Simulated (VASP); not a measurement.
A run of VASP 6.6.1 is set up as follows.

The input INCAR:

```
PREC = Accurate ; ENCUT = 520
EDIFF = 1E-6 ; ISMEAR = 0
SIGMA = 0.05 ; LREAL = F
LASPH = T ; NELM = 100
ALGO = Normal ; ISIF = 2
LWAVE = F ; LCHARG = T
GGA = PE ; LELF = T
LVHAR = T ; NBANDS = 11
```

File KPOINTS:

```
Automatic mesh
0
Gamma
  12 12 12
```

File POSCAR:

```
SiC
1.0
    0.0000000000      2.2190315208      2.2190315208
    2.2190315208      0.0000000000      2.2190315208
    2.1955097867      2.1955097867      0.0235217341
Si C
1 1
Direct
    0.0000000000      0.0000000000      0.0000000000
    0.7500000000      0.7500000000      0.7500000000
```

Potentials or basis: VASP PAW PBE potentials, release 64 (Si, C).

Run with:

```bash
$ cat potpaw_PBE.64/Si/POTCAR potpaw_PBE.64/C/POTCAR > POTCAR
$ mpirun -np 1 vasp_std > vasp.out
```

(1) What does it give for the pressure?

(2) Estimate the band gap on the k mesh.

(3) Predict the largest force.

## Answers

(1) -4.8 GPa.

(2) 1.33 eV, indirect (least direct gap 4.42 eV).

(3) 0.130 eV/Å.
